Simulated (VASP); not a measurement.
Here is a VASP 6.6.1 calculation.

INCAR

```
ALGO     = Normal         # electronic algorithm
EDIFF    = 1E-8           # SCF threshold, eV
ENCUT    = 520            # plane-wave cutoff, eV
ISIF     = 2              # what is computed and relaxed
ISMEAR   = -1             # smearing method
LASPH    = T              # aspherical terms in the spheres
LCHARG   = F              # write CHGCAR
LEFG     = T            
LREAL    = F              # projectors in reciprocal space
LWAVE    = F              # write WAVECAR
NBANDS   = 25             # bands
NELM     = 100            # most SCF steps
PREC     = Accurate       # precision mode
SIGMA    = 0.03           # smearing width, eV
```

The input KPOINTS:

```
k-points
0
Gamma
  12 12 7
```

The input POSCAR:

```
TiSb
1.0
    4.1032991169      0.0000000000      0.0000000000
   -2.0516495585      3.5535612746      0.0000000000
    0.0000000000      0.0000000000      6.2836000000
Ti Sb
2 2
Direct
    0.0000000000      0.0000000000      0.0000000000
    0.0000000000      0.0000000000      0.5000000000
    0.3333333333      0.6666666667      0.2500000000
    0.6666666667      0.3333333333      0.7500000000
```

Potentials or basis: VASP PAW LDA potentials, release 64 (Ti_sv, Sb).

Launch:

```sh
$ cat potpaw_LDA.64/Ti_sv/POTCAR potpaw_LDA.64/Sb/POTCAR > POTCAR
$ mpirun -np 1 vasp_std > vasp.out
```

(1) Predict the pressure.

(2) Estimate the band gap on the k mesh.

Answers

(1) -8.3 GPa.

(2) zero (bands 17 and 18 overlap by 0.47 eV).

Caveat: the cell stands under tension; without QUAD_EFG the Cq values of the log hold for a quadrupole moment of 1 mb, not for the nuclei; spin-orbit coupling is left out, which moves the levels of the heavy elements.
